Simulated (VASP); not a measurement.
A run of VASP 6.6.1 is set up as follows.

File POSCAR:

```
Rh
1.0
    0.0000000000      1.9008071574      1.9008071574
    1.9008071574      0.0000000000      1.9008071574
    1.9008071574      1.9008071574      0.0000000000
Rh
1
Direct
    0.0000000000      0.0000000000      0.0000000000
```

Contents of INCAR.step1:

```
ALGO = Normal ; EDIFF = 1E-4
ENCUT = 520 ; GGA = PE
ISMEAR = 1 ; LASPH = T
LCHARG = F ; LREAL = F
LWAVE = T ; NBANDS = 14
NELM = 100 ; PREC = Accurate
SIGMA = 0.01
```

Contents of INCAR.step2:

```
ALGO = Normal ; EDIFF = 1E-6
ENCUT = 520 ; ISIF = 2
ISMEAR = 1 ; ISTART = 1
LASPH = T ; LCHARG = F
LMIXTAU = T ; LREAL = F
LWAVE = F ; METAGGA = R2SCAN
NBANDS = 14 ; NELM = 100
PREC = Accurate ; SIGMA = 0.01
```

Contents of KPOINTS:

```
k-points
0
Gamma
  14 14 14
```

Potentials or basis: VASP PAW PBE potentials, release 64 (Rh_pv).

Launch:

```console
$ cat potpaw_PBE.64/Rh_pv/POTCAR > POTCAR
$ cp INCAR.step1 INCAR
$ mpirun -np 1 vasp_std > vasp.out
$ cp INCAR.step2 INCAR
$ mpirun -np 1 vasp_std > vasp.out
```

(1) Estimate the pressure.

Answers

(1) 0.8 GPa.

Caveat: the PAW data sets were made with another functional, which shifts forces and pressure a little.
